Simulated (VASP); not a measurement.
# CoO (I4/mmm) in VASP: a series of runs

The runs below take CoO through single point, with PBE+U.

Program: VASP 6.6.1. These are calculated values, not measurements. Logs are shortened: lines on timing, memory, paths and dates and some standing lists are left out, and cuts for length are marked.

## Step 1: The cell of the first run

Symmetry: I4/mmm, No. 139, tetragonal system. Conventional cell: a = 3.016 Å, b = 3.016 Å, c = 4.214 Å, α = 90.00°, β = 90.00°, γ = 90.00°. Within 2.8 Å of Co (site symmetry 4/mmm) lie 6 O at 2.11 to 2.13 Å. O (site symmetry 4/mmm) has 6 Co at 2.11 to 2.13 Å within 2.8 Å.

## Step 2: Single point, PBE+U, collinear spin, ferromagnetic start

Input file INCAR:

```
PREC = Accurate
ENCUT = 600
EDIFF = 1E-6
ISMEAR = -1
SIGMA = 0.1
LREAL = False
LASPH = True
NELM = 200
ALGO = Normal
ISIF = 2
LWAVE = False
LCHARG = False
ISPIN = 2
MAGMOM = 1.8 0
LORBIT = 11
LMAXMIX = 4
LDAU = True
LDAUTYPE = 2
LDAUL = 2 -1
LDAUU = 1.5 0
LDAUJ = 0 0
LDAUPRINT = 1
GGA = PE
NBANDS = 18
GGA_COMPAT = False
```

Input file KPOINTS:

```
regular mesh
0
Gamma
  12 12 12
```

Input file POSCAR:

```
CoO
1.0
   -1.5080000000      1.5080000000      2.1072475000
    1.5080000000     -1.5080000000      2.1072475000
    1.5080000000      1.5080000000     -2.1072475000
Co O
1 1
Direct
    0.0000000000      0.0000000000      0.0000000000
    0.5000000000      0.5000000000      0.0000000000
```

Potentials or basis: VASP PAW PBE potentials, release 64 (Co, O).

Launch:

```console
cat potpaw_PBE.64/Co/POTCAR potpaw_PBE.64/O/POTCAR > POTCAR
mpirun -np 1 vasp_std > vasp.out
```

OUTCAR:

```text
PREC = Accurate
   ENCUT = 600
   EDIFF = 1E-6
   ISMEAR = -1
   LREAL = False
   LASPH = True
   NELM = 200
   ISIF = 2
   ISPIN = 2
   LORBIT = 11
   GGA = PE

 ion  position               nearest neighbor table
   1  0.000  0.000  0.000-   2 2.11   2 2.11   2 2.13   2 2.13   2 2.13   2 2.13
   2  0.500  0.500  0.000-   1 2.11   1 2.11   1 2.13   1 2.13   1 2.13   1 2.13

  LATTYP: Found a body centered tetragonal cell.
 ALAT       =     3.0160000000
 C/A-ratio  =     1.3973789788

  Lattice vectors:

 A1 = (  -1.5080000000,   1.5080000000,   2.1072475000)
 A2 = (   1.5080000000,  -1.5080000000,   2.1072475000)
 A3 = (   1.5080000000,   1.5080000000,  -2.1072475000)

Analysis of symmetry for initial positions (statically):
=====================================================================
 Subroutine PRICEL returns:
 Original cell was already a primitive cell.

 Routine SETGRP: Setting up the symmetry group for a
 body centered tetragonal supercell.

 Subroutine GETGRP returns: Found 16 space group operations
 (whereof 16 operations were pure point group operations)
 out of a pool of 16 trial point group operations.

The static configuration has the point symmetry D_4h.

Analysis of symmetry for dynamics (positions and initial velocities):
=====================================================================
 Subroutine PRICEL returns:
 Original cell was already a primitive cell.

 Routine SETGRP: Setting up the symmetry group for a
 body centered tetragonal supercell.

 Subroutine GETGRP returns: Found 16 space group operations
 (whereof 16 operations were pure point group operations)
 out of a pool of 16 trial point group operations.

The dynamic configuration has the point symmetry D_4h.

Analysis of structural, dynamic, and magnetic symmetry:
[... 172 lines left out ...]
 occupancies and eigenvectors

  o =  0.1467  v =  0.0000  0.0000  0.0000  0.0000  0.0000  1.0000  0.0000  0.0000  0.0000  0.0000      0.0000  0.0000  0.0000  0.0000  0.0000  0.0000  0.0000  0.0000  0.0000  0.0000
  o =  0.1783  v =  0.0000  0.0000  0.0000  0.0000  0.0000  0.0000 -0.0000  1.0000  0.0000  0.0000      0.0000  0.0000  0.0000  0.0000  0.0000  0.0000  0.0000  0.0000  0.0000  0.0000
  o =  0.5024  v =  0.0000  0.0000  0.0000  0.0000  0.0000  0.0000  0.3558  0.0000  0.9346  0.0000      0.0000  0.0000  0.0000  0.0000  0.0000  0.0000  0.0000  0.0000  0.0000  0.0000
  o =  0.5024  v =  0.0000  0.0000  0.0000  0.0000  0.0000  0.0000 -0.9346 -0.0000  0.3558 -0.0000      0.0000  0.0000  0.0000  0.0000  0.0000  0.0000  0.0000  0.0000  0.0000  0.0000
  o =  0.9404  v =  0.0000  0.0000  0.0000  0.0000  0.0000  0.0000 -0.0000  0.0000  0.0000 -1.0000      0.0000  0.0000  0.0000  0.0000  0.0000  0.0000  0.0000  0.0000  0.0000  0.0000
  o =  0.9601  v =  0.0000  0.0000 -0.0000  0.0000  1.0000  0.0000  0.0000  0.0000  0.0000  0.0000      0.0000  0.0000  0.0000  0.0000  0.0000  0.0000  0.0000  0.0000  0.0000  0.0000
  o =  0.9634  v =  0.0000 -0.9908 -0.0000  0.1355  0.0000  0.0000  0.0000  0.0000  0.0000  0.0000      0.0000  0.0000  0.0000  0.0000  0.0000  0.0000  0.0000  0.0000  0.0000  0.0000
  o =  0.9634  v =  0.0000  0.1355 -0.0000  0.9908 -0.0000  0.0000  0.0000  0.0000  0.0000  0.0000      0.0000  0.0000  0.0000  0.0000  0.0000  0.0000  0.0000  0.0000  0.0000  0.0000
  o =  0.9996  v =  1.0000  0.0000  0.0000  0.0000  0.0000  0.0000  0.0000  0.0000  0.0000  0.0000      0.0000  0.0000  0.0000  0.0000  0.0000  0.0000  0.0000  0.0000  0.0000  0.0000
  o =  1.0054  v =  0.0000 -0.0000  1.0000  0.0000  0.0000  0.0000  0.0000  0.0000  0.0000  0.0000      0.0000  0.0000  0.0000  0.0000  0.0000  0.0000  0.0000  0.0000  0.0000  0.0000

 number of electron      15.0000006 magnetization       2.9746870

 Free energy of the ion-electron system (eV)
  ---------------------------------------------------
  ext. energy  EPLUGINS =         0.00000000
  ---------------------------------------------------
  free energy    TOTEN  =       -12.33081707 eV

  energy without entropy =      -12.26179883  energy(sigma->0) =      -12.29630795

 E-fermi :   7.8757     XC(G=0): -12.4401

 val. band max:        7.8755065195   @ k =  -0.1667  -0.2500   0.0833
 cond. band min:       7.8771402273   @ k =   0.2500   0.2500   0.0833
 fundamental gap:      0.0016337078
 Fermi energy:         7.8757189406

 spin component 1

 k-point     1 :       0.0000    0.0000    0.0000
  band No.  band energies     occupation
      1     -12.1374      1.00000
      2       3.6862      1.00000
      3       3.8966      1.00000
      4       3.8966      1.00000
      5       4.0679      1.00000
      6       4.7638      1.00000
[... 1001 lines left out ...]
     17      35.8705      0.00000
     18      37.4472      0.00000

 [... further k-points ...]

------------------------ aborting loop because EDIFF is reached ----------------------------------------

  FORCE on cell =-STRESS in cart. coord.  units (eV):
  Direction    XX          YY          ZZ          XY          YZ          ZX
  --------------------------------------------------------------------------------------
  -------------------------------------------------------------------------------------
  Total        0.3969584      0.3969584     -0.5126199      0.0000000     -0.0000000     -0.0000000
  in kB       33.1800753     33.1800753    -42.8477264      0.0000000     -0.0000000     -0.0000000
  external PRESSURE =       7.8374747 kB  Pullay stress =       0.0000000 kB

 VOLUME and BASIS-vectors are now :
 -----------------------------------------------------------------------------
  energy-cutoff  :      600.00
  volume of cell :       19.17
      direct lattice vectors                 reciprocal lattice vectors
    -1.508000000  1.508000000  2.107247500     0.000000000  0.331564987  0.237276352
     1.508000000 -1.508000000  2.107247500     0.331564987  0.000000000  0.237276352
     1.508000000  1.508000000 -2.107247500     0.331564987  0.331564987  0.000000000

 POSITION                                       TOTAL-FORCE (eV/Angst)
 -----------------------------------------------------------------------------------
      0.00000      0.00000      0.00000        -0.000000     -0.000000     -0.000000
      0.00000      0.00000      2.10725         0.000000      0.000000      0.000000
 -----------------------------------------------------------------------------------
    total drift:                               -0.000000      0.000000     -0.000000

  FREE ENERGIE OF THE ION-ELECTRON SYSTEM (eV)
  ---------------------------------------------------
  free  energy   TOTEN  =       -12.3308170710 eV

  energy  without entropy=      -12.2617988275  energy(sigma->0) =      -12.29630795

 total charge

# of ion       s       p       d       tot
------------------------------------------
    1        0.299   0.366   7.138   7.804
    2        1.550   3.446   0.000   4.996
--------------------------------------------------
tot          1.849   3.812   7.138  12.800

 magnetization (x)

# of ion       s       p       d       tot
------------------------------------------
    1        0.020   0.018   2.622   2.660
    2        0.027   0.251   0.000   0.278
--------------------------------------------------
tot          0.047   0.269   2.622   2.938
```

OSZICAR:

```text
N       E                     dE             d eps       ncg     rms          rms(c)
DAV:   1     0.885561038324E+02    0.88556E+02   -0.72435E+03 12064   0.108E+03
DAV:   2    -0.833749922751E+01   -0.96894E+02   -0.83296E+02 12268   0.239E+02
DAV:   3    -0.140849631903E+02   -0.57475E+01   -0.55546E+01 13580   0.615E+01
DAV:   4    -0.141445089327E+02   -0.59546E-01   -0.59494E-01 14228   0.598E+00
DAV:   5    -0.141457636151E+02   -0.12547E-02   -0.12545E-02 14526   0.868E-01    0.173E+01
DAV:   6    -0.129040278221E+02    0.12417E+01   -0.14123E+01 15016   0.598E+01    0.183E+01
DAV:   7    -0.123297841724E+02    0.57424E+00   -0.42018E+00 14286   0.409E+01    0.804E+00
DAV:   8    -0.122945109410E+02    0.35273E-01   -0.30037E-01 16764   0.932E+00    0.430E+00
DAV:   9    -0.123412929925E+02   -0.46782E-01   -0.25265E-01 17232   0.693E+00    0.208E+00
DAV:  10    -0.123318949337E+02    0.93981E-02   -0.62593E-02 15868   0.491E+00    0.744E-01
DAV:  11    -0.123303502919E+02    0.15446E-02   -0.11098E-02 15794   0.161E+00    0.382E-01
DAV:  12    -0.123310918774E+02   -0.74159E-03   -0.55142E-03 14750   0.112E+00    0.235E-01
DAV:  13    -0.123307547619E+02    0.33712E-03   -0.86561E-04 15546   0.631E-01    0.700E-02
DAV:  14    -0.123308049369E+02   -0.50175E-04   -0.83140E-05 14820   0.858E-02    0.394E-02
DAV:  15    -0.123308149859E+02   -0.10049E-04   -0.23524E-05 15112   0.742E-02    0.105E-02
DAV:  16    -0.123308170834E+02   -0.20975E-05   -0.20918E-06 12406   0.275E-02    0.410E-03
DAV:  17    -0.123308170710E+02    0.12377E-07   -0.47618E-07  6730   0.783E-03
   1 F= -.12330817E+02 E0= -.12296308E+02  d E =-.690182E-01  mag=     2.9749
```

Wall time 2.8 min (1 thread of Intel Xeon 8259CL, shared host); peak memory 0.23 GiB.

Results:

- Free energy: -12.3308 eV
- Pressure: 0.8 GPa
- Band gap on the k mesh: zero (filled and empty bands overlap)
- Net moment: 2.97 μB per cell
- Site moments: Co +2.66; O +0.28 μB
- Valence electrons inside the program's atomic spheres: Co 7.80; O 5.00

Stress tensor (GPa, compression positive):
```
 3.32  0.00  0.00
 0.00  3.32  0.00
 0.00  0.00 -4.28
```

Levels at points of the mesh, in eV from the Fermi level:
Spin up:
| k point | band 5 | band 6 | band 7 | band 8 | band 9 | band 10 | band 11 | band 12 | band 13 | band 14 |
| --- | --- | --- | --- | --- | --- | --- | --- | --- | --- | --- |
| (0.00, 0.00, 0.00) | -3.81 | -3.11 | -2.97 | -2.83 | -2.83 | 1.23 | 17.05 | 17.82 | 17.82 | 18.18 |
| (0.50, 0.00, 0.00) | -3.24 | -2.94 | -2.11 | -0.16 | -0.06 | 5.26 | 9.60 | 13.51 | 13.75 | 20.45 |
| (0.50, 0.50, 0.00) | -4.01 | -3.80 | -3.00 | -2.98 | -2.14 | 6.03 | 10.08 | 11.45 | 16.06 | 16.08 |
| (0.50, 0.50, 0.50) | -4.00 | -3.45 | -3.29 | -3.01 | -3.01 | 6.08 | 10.14 | 11.62 | 15.92 | 15.92 |
Spin down:
```csv
k point,band 4,band 5,band 6,band 7,band 8,band 9
"(0.00, 0.00, 0.00)",-2.32,-1.65,-0.99,-0.99,0.40,1.00
"(0.50, 0.00, 0.00)",-4.24,-0.60,0.07,0.26,3.06,3.48
"(0.50, 0.50, 0.00)",-3.54,-2.11,-0.51,0.28,0.95,1.87
"(0.50, 0.50, 0.50)",-3.64,-2.74,0.26,0.26,1.33,1.53
```

Eigenvalues of the final occupation matrices:
| site | spin | trace | eigenvalues |
| --- | --- | --- | --- |
| site 1 d | 1 | 4.89 | 0.96 0.96 0.96 1.00 1.01 |
| site 1 d | 2 | 2.27 | 0.15 0.18 0.50 0.50 0.94 |

Caveat: the stress differs along the axes, from -4 to 3 GPa; a cell with one magnetic atom can't hold antiferromagnetic order, which such compounds often take. The state reached can hang on the start; a lower one may exist.

## Step 3: Single point, PBE+U, collinear spin, ferromagnetic start

Input file INCAR:

```
SYSTEM = CoO
PREC = Accurate ; ENCUT = 600
EDIFF = 1E-6 ; ISMEAR = -1
SIGMA = 0.1 ; LREAL = .FALSE.
LASPH = .TRUE. ; NELM = 200
ALGO = Normal ; ISIF = 2
LWAVE = .FALSE. ; LCHARG = .FALSE.
ISPIN = 2 ; MAGMOM = 1.8 0
LORBIT = 11 ; LMAXMIX = 4
LDAU = .TRUE. ; LDAUTYPE = 2
LDAUL = 2 -1 ; LDAUU = 3 0
LDAUJ = 0 0 ; LDAUPRINT = 1
GGA = PE ; NBANDS = 18
GGA_COMPAT = .FALSE.
```

Input file KPOINTS:

```
regular mesh
0
G
  12 12 12
  0 0 0
```

POSCAR is that of step 2.

Potentials or basis: VASP PAW PBE potentials, release 64 (Co, O).

Launch:

```console
cat potpaw_PBE.64/Co/POTCAR potpaw_PBE.64/O/POTCAR > POTCAR
mpirun -np 1 vasp_std > vasp.out
```

It took 2.4 min on 1 thread of Intel Xeon 8259CL, shared host; peak memory 0.23 GiB.

Results (log left out):

```yaml
Free_energy: -11.6622 eV
Pressure: 0.8 GPa
Band_gap_on_the_k_mesh: zero (filled and empty bands overlap)
Net_moment: 3.00 μB per cell
Site_moments: Co +2.73; O +0.25 μB
Valence_electrons_inside_the_program's_atomic_spheres: Co 7.81; O 5.00
```

Stress tensor (GPa, compression positive):
```
 3.45  0.00  0.00
 0.00  3.45  0.00
 0.00  0.00 -4.58
```

Levels at points of the mesh, in eV from the Fermi level:
Spin up:
| k point | band 5 | band 6 | band 7 | band 8 | band 9 | band 10 | band 11 | band 12 | band 13 | band 14 |
| --- | --- | --- | --- | --- | --- | --- | --- | --- | --- | --- |
| (0.00, 0.00, 0.00) | -4.62 | -3.80 | -2.84 | -2.69 | -2.69 | 1.30 | 17.12 | 17.41 | 17.41 | 17.80 |
| (0.50, 0.00, 0.00) | -4.02 | -3.66 | -2.72 | -0.45 | -0.35 | 5.32 | 9.66 | 13.55 | 13.78 | 20.19 |
| (0.50, 0.50, 0.00) | -4.10 | -3.88 | -3.78 | -3.77 | -2.87 | 6.04 | 10.19 | 11.11 | 16.12 | 16.15 |
| (0.50, 0.50, 0.50) | -4.11 | -3.99 | -3.99 | -3.79 | -3.79 | 6.10 | 10.25 | 11.30 | 15.99 | 15.99 |
Spin down:
| k point | band 4 | band 5 | band 6 | band 7 | band 8 | band 9 |
| --- | --- | --- | --- | --- | --- | --- |
| (0.00, 0.00, 0.00) | -2.23 | -2.23 | -0.99 | -0.99 | 0.92 | 1.59 |
| (0.50, 0.00, 0.00) | -4.03 | -1.20 | 0.09 | 0.25 | 3.47 | 3.97 |
| (0.50, 0.50, 0.00) | -3.45 | -2.10 | -1.23 | 0.27 | 1.48 | 2.44 |
| (0.50, 0.50, 0.50) | -3.55 | -3.35 | 0.26 | 0.26 | 1.84 | 2.13 |

Eigenvalues of the final occupation matrices:
| site | spin | trace | eigenvalues |
| --- | --- | --- | --- |
| site 1 d | 1 | 4.93 | 0.97 0.97 0.97 1.01 1.01 |
| site 1 d | 2 | 2.23 | 0.13 0.16 0.50 0.50 0.96 |

Caveat: the stress differs along the axes, from -5 to 3 GPa; a cell with one magnetic atom can't hold antiferromagnetic order, which such compounds often take.
